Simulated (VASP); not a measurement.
# Zn (Fmmm) in VASP: further runs, part 2 of 2

VASP 6.6.1. Earlier steps stand in the parts before.

### Step 3. Single point, PBEsol (strain +0.0300 x Voigt [0, 0, 0, 0, 0, 1])

INCAR reads:

```
PREC     = Accurate       # precision mode
ENCUT    = 520            # plane-wave cutoff, eV
EDIFF    = 1E-6           # SCF threshold, eV
ISMEAR   = 0              # smearing method
SIGMA    = 0.15           # smearing width, eV
LREAL    = F              # projectors in reciprocal space
LASPH    = T              # aspherical terms in the spheres
NELM     = 60             # most SCF steps
ALGO     = Fast           # electronic algorithm
ISIF     = 2              # what is computed and relaxed
LWAVE    = F              # write WAVECAR
LCHARG   = F              # write CHGCAR
GGA      = PS             # functional
NBANDS   = 12             # bands
```

KPOINTS reads:

```
Automatic mesh
0
Gamma
  22 22 22
```

POSCAR reads:

```
Zn
1.0
   -1.5455014450      1.5455014450      1.5690370000
    1.5455014450     -1.5455014450      1.5690370000
    1.5925725550      1.5925725550     -1.5690370000
Zn
1
Direct
    0.0000000000      0.0000000000      0.0000000000
```

Potentials or basis: VASP PAW PBE potentials, release 64 (Zn).

The run is started by

```bash
cat potpaw_PBE.64/Zn/POTCAR > POTCAR
mpirun -np 1 vasp_std > vasp.out
```

OUTCAR:

```text
PREC = Accurate
   ENCUT = 520
   EDIFF = 1E-6
   ISMEAR = 0
   LREAL = F
   LASPH = T
   NELM = 60
   ISIF = 2
   GGA = PS

 ion  position               nearest neighbor table
   1  0.000  0.000  0.000-

  LATTYP: Found a face centered orthorhombic cell.
 ALAT       =     3.1380740000
 B/A-ratio  =     1.3930003589
 C/A-ratio  =     1.4354267658

  Lattice vectors:

 A1 = (   3.1380740000,   0.0470711100,   0.0000000000)
 A2 = (   1.5925725550,   1.5925725550,   1.5690370000)
 A3 = (   1.5455014450,  -1.5455014450,   1.5690370000)

Analysis of symmetry for initial positions (statically):
=====================================================================
 Subroutine PRICEL returns:
 Original cell was already a primitive cell.

 Routine SETGRP: Setting up the symmetry group for a
 face centered orthorhombic supercell.

 Subroutine GETGRP returns: Found  8 space group operations
 (whereof  8 operations were pure point group operations)
 out of a pool of  8 trial point group operations.

The static configuration has the point symmetry D_2h.

Analysis of symmetry for dynamics (positions and initial velocities):
=====================================================================
 Subroutine PRICEL returns:
 Original cell was already a primitive cell.

 Routine SETGRP: Setting up the symmetry group for a
 face centered orthorhombic supercell.

 Subroutine GETGRP returns: Found  8 space group operations
 (whereof  8 operations were pure point group operations)
 out of a pool of  8 trial point group operations.

The dynamic configuration has the point symmetry D_2h.

 Subroutine INISYM returns: Found  8 space group operations
 (whereof  8 operations are pure point group operations),
 and found     1 'primitive' translations

----------------------------------------------------------------------------------------

                                     Primitive cell

[... 110 lines left out ...]
  Fermi-wavevector in a.u.,A,eV,Ry     =   1.504924  2.843894 30.814434  2.264797
  Thomas-Fermi vector in A             =   2.615840
   LORBIT       =      0    0 simple, 1 ext, 2 COOP (PROOUT), +10 PAW based schemes
   GGA     = PS    functional components
   LHFCALC =     F    Hartree Fock is set to
   AEXX    =    0.0000 exact exchange contribution
   IVDW    =     0    specifies the selected vdW correction
   LEPSILON=     F    determine dielectric tensor
   LRPA    =     F    only Hartree local field effects (RPA)
 non-spin polarized calculation
 RMM-DIIS sequential band-by-band and
 Gauss-broadening in eV      SIGMA  =   0.15
  energy-cutoff  :      520.00
  volume of cell :       15.45
 maximum number of plane-waves:       432
   NGX =  9   NGY =  9   NGZ = 11

 number of electron      12.0000017 magnetization

 Free energy of the ion-electron system (eV)
  ---------------------------------------------------
  ext. energy  EPLUGINS =         0.00000000
  ---------------------------------------------------
  free energy    TOTEN  =        -1.47683896 eV

  energy without entropy =       -1.47308516  energy(sigma->0) =       -1.47496206

 E-fermi :   2.9396     XC(G=0): -11.6309

 val. band max:        2.9369093373   @ k =   0.2727   0.2273   0.1818
 cond. band min:       2.9398179692   @ k =  -0.2727   0.5000   0.3636
 fundamental gap:      0.0029086319
 Fermi energy:         2.9396276776

 k-point     1 :       0.0000    0.0000    0.0000
  band No.  band energies     occupation
      1      -7.4357      2.00000
      2      -4.8541      2.00000
      3      -4.8075      2.00000
      4      -4.7569      2.00000
      5      -4.3018      2.00000
      6      -4.2993      2.00000
      7      21.2659      0.00000
      8      21.8546      0.00000
      9      22.1747      0.00000
     10      23.4190      0.00000
     11      23.6482      0.00000
     12      24.1676      0.00000
[... 331 lines left out ...]
 k-point    24 :      -0.4545    0.0455    0.0000
  band No.  band energies     occupation
      1      -5.4214      2.00000
      2      -5.0883      2.00000
      3      -4.3391      2.00000
      4      -4.2819      2.00000
      5      -4.0346      2.00000
      6      -1.0150      2.00000
      7       3.5855      0.00000
      8      13.9741      0.00000
      9      15.1908      0.00000
     10      18.5178      0.00000
     11      20.5398      0.00000
     12      28.5148      0.00000

 [... further k-points ...]
[... 5 lines left out ...]
  --------------------------------------------------------------------------------------
  -------------------------------------------------------------------------------------
  Total       -0.4509721     -0.4509721     -0.4640212     -0.0038462     -0.0000000     -0.0000000
  in kB      -46.7733495    -46.7733495    -48.1267603     -0.3989171     -0.0000000     -0.0000000
  external PRESSURE =     -47.2244864 kB  Pullay stress =       0.0000000 kB

 VOLUME and BASIS-vectors are now :
 -----------------------------------------------------------------------------
  energy-cutoff  :      520.00
  volume of cell :       15.45
      direct lattice vectors                 reciprocal lattice vectors
    -1.545501445  1.545501445  1.569037000    -0.004781078  0.318738516  0.318666800
     1.545501445 -1.545501445  1.569037000     0.318738516 -0.004781078  0.318666800
     1.592572555  1.592572555 -1.569037000     0.313957439  0.313957439  0.000000000

 POSITION                                       TOTAL-FORCE (eV/Angst)
 -----------------------------------------------------------------------------------
      0.00000      0.00000      0.00000        -0.000000     -0.000000      0.000000
 -----------------------------------------------------------------------------------
    total drift:                                0.000000     -0.000000      0.000000

  FREE ENERGIE OF THE ION-ELECTRON SYSTEM (eV)
  ---------------------------------------------------
  free  energy   TOTEN  =        -1.4768389633 eV

  energy  without entropy=       -1.4730851566  energy(sigma->0) =       -1.47496206
```

stdout:

```text
POSCAR found type information on POSCAR Zn
 POSCAR found :  1 types and       1 ions
 scaLAPACK will be used
 -----------------------------------------------------------------------------
|                                                                             |
|                                                                             |
|     You enforced a specific xc type in the INCAR file but a different       |
|     I HOPE YOU KNOW WHAT YOU ARE DOING!                                     |
|                                                                             |
 -----------------------------------------------------------------------------

 LDA part: xc-table for (Slater+PW92), standard interpolation
 POSCAR, INCAR and KPOINTS ok, starting setup
 FFT: planning ... GRIDC
 FFT: planning ... GRID_SOFT
 FFT: planning ... GRID
 WAVECAR not read
 entering main loop
WARNING in EDDRMM: call to ZHEGV failed, returncode =   8  4     12
WARNING in EDDRMM: call to ZHEGV failed, returncode =   8  4     10
WARNING in EDDRMM: call to ZHEGV failed, returncode =   6  3     11
WARNING in EDDRMM: call to ZHEGV failed, returncode =   6  3     10
WARNING in EDDRMM: call to ZHEGV failed, returncode =   6  3     12
```

Run time: 2.2 min. Hardware: 1 thread of Intel Xeon 6975P-C, shared host; peak memory 0.36 GiB.

What came out:

| Property | Result |
| --- | --- |
| Free energy | -1.4768 eV |
| Pressure | -4.7 GPa |
| Band gap on the k mesh | zero (band 6 reaches 6.96 eV, above the bottom of band 7 at 1.61 eV) |

Stress tensor (GPa, compression positive):
```
-4.68 -0.04  0.00
-0.04 -4.68  0.00
 0.00  0.00 -4.81
```

Levels at points of the mesh, in eV from the Fermi level:
```
           k point  band 4  band 5  band 6  band 7  band 8  band 9
(0.00, 0.00, 0.00)   -7.70   -7.24   -7.24   18.33   18.91   19.24
(0.50, 0.00, 0.00)   -7.21   -6.91   -2.68   -1.02   11.09   12.78
(0.50, 0.50, 0.00)   -7.24   -6.89   -2.52   -0.70   10.92   12.45
(0.00, 0.00, 0.50)   -7.19   -6.93   -2.84   -1.33   11.52   12.81
(0.50, 0.50, 0.50)   -6.99   -6.95    4.02    4.13    4.27    7.42
```

Caveat: the cell differs from its parent crystal (strain +0.0300 x Voigt [0, 0, 0, 0, 0, 1]); the PAW data sets were made with another functional, which shifts forces and pressure a little.
